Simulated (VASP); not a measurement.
Hg3Se2S:

```
Hg S Se
1.0
     4.26385    0.00000    0.00000
    -2.13193    3.69261    0.00000
     0.00000    0.00000   10.44427
Hg S Se
3 1 2
Direct
  0.00000 0.00000 0.00000
  0.33333 0.66667 0.33333
  0.66667 0.33333 0.66667
  0.00000 0.00000 0.25000
  0.33333 0.66667 0.58333
  0.66667 0.33333 0.91667
```

| Property | Result |
| --- | --- |
| Program | VASP 6.6.1 |
| Task | relaxation of cell and atoms |
| Functional | LDA |
| Potentials or basis | VASP PAW LDA potentials, release 64 (Hg, S, Se) |
| Cutoff | 600 eV |
| k mesh | 9 × 9 × 4 |
| Occupations | gaussian, width 0.03 eV |
| Spin | no spin polarisation |

At the start: pressure -0.7 GPa; volume 27.41 Å³/atom.

**Question.** Where does the relaxation end?

**Answer.** Over 14 steps the energy falls by 9.4 meV/atom and the volume is 26.97 Å³/atom (-1.6 %); space group P3m1 (No. 156, to 0.1 Å) before and after.

Step by step:
```csv
step,energy change (eV),largest force (eV/Å),pressure (GPa),volume (Å³)
1,0.0000,0.4653,-0.73,164.44
2,-0.0231,0.3628,0.29,161.47
3,-0.0257,0.3056,0.81,160.10
4,-0.0425,0.1953,0.48,160.81
5,-0.0508,0.2095,0.07,161.77
6,-0.0545,0.1239,-0.10,162.17
7,-0.0553,0.0649,-0.21,162.44
8,-0.0559,0.0400,0.10,161.57
9,-0.0560,0.0374,0.03,161.77
10,-0.0561,0.0205,0.00,161.82
11,-0.0561,0.0140,0.00,161.84
12,-0.0561,0.0067,-0.01,161.85
13,-0.0562,0.0076,-0.01,161.85
14,-0.0562,0.0033,0.01,161.80
```

Final structure:
```cif
data_structure
_symmetry_space_group_name_H-M 'P 1'
_symmetry_Int_Tables_number 1
_cell_length_a 4.2382
_cell_length_b 4.2382
_cell_length_c 10.4011
_cell_angle_alpha 90.000
_cell_angle_beta 90.000
_cell_angle_gamma 120.000
_cell_volume 161.80
loop_
_atom_site_label
_atom_site_type_symbol
_atom_site_fract_x
_atom_site_fract_y
_atom_site_fract_z
_atom_site_occupancy
Hg1 Hg 0.00000 0.00000 0.00959 1
Hg2 Hg 0.33333 0.66667 0.32392 1
Hg3 Hg 0.66667 0.33333 0.66734 1
S1 S 0.00000 0.00000 0.25203 1
Se1 Se 0.33333 0.66667 0.57771 1
Se2 Se 0.66667 0.33333 0.91941 1
```
